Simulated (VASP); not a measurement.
Si3WC2:

```xyz
6
Lattice="2.9176 -4.4491 0.0000 2.9176 4.4491 0.0000 0.0000 0.0000 2.9041" Properties=species:S:1:pos:R:3 pbc="T T T"
Si    0.0000    0.0000    0.0000
Si    1.4588   -2.2245    1.4521
Si    1.4588    2.2245    1.4521
W     2.9176    0.0000    0.0000
C     2.9176    2.5303    0.0000
C     2.9176   -2.5303    0.0000
```

The cell was generated, and may not be a known phase.

```yaml
Program: VASP 6.6.1
Task: relaxation of cell and atoms
Functional: PBE
Potentials_or_basis: VASP PAW PBE potentials, release 64 (Si, W_sv, C)
Cutoff: 600 eV
k_mesh: 4 × 4 × 6
Occupations: gaussian, width 0.1 eV
Spin: no spin polarisation
```

At the start: pressure -17.6 GPa; volume 12.57 Å³/atom.

**Question.** Where does the relaxation end?

**Answer.** Over 10 steps the energy falls by 157.7 meV/atom and the volume is 11.24 Å³/atom (-10.5 %); space group Cmmm (No. 65, to 0.1 Å) before and after.

Step by step:
| step | energy change (eV) | largest force (eV/Å) | pressure (GPa) | volume (Å³) |
| --- | --- | --- | --- | --- |
| 1 | 0.0000 | 1.7286 | -17.57 | 75.39 |
| 2 | -0.4008 | 1.4015 | 22.05 | 61.33 |
| 3 | -0.6700 | 1.7379 | 3.03 | 66.23 |
| 4 | -0.8799 | 0.6562 | 2.87 | 66.23 |
| 5 | -0.9204 | 0.1381 | 3.78 | 66.22 |
| 6 | -0.9240 | 0.1295 | -4.07 | 68.88 |
| 7 | -0.9438 | 0.1420 | -0.48 | 67.59 |
| 8 | -0.9455 | 0.0683 | 0.09 | 67.45 |
| 9 | -0.9455 | 0.0681 | 0.10 | 67.45 |
| 10 | -0.9465 | 0.0287 | 0.23 | 67.45 |

Final structure:
```xyz
6
Lattice="2.8008 -4.3032 0.0000 2.8008 4.3032 0.0000 0.0000 0.0000 2.7983" Properties=species:S:1:pos:R:3 pbc="T T T"
Si    0.0000    0.0000    2.7983
Si    1.4004   -2.1516    1.3991
Si    1.4004    2.1516    1.3991
W     2.8008    0.0000    2.7983
C     2.8008    2.2268    0.0000
C     2.8008   -2.2268    0.0000
```

Caveat: the k points lie up to 0.37 Å⁻¹ apart in the final cell, too coarse for converged energies and pressures of a metal.
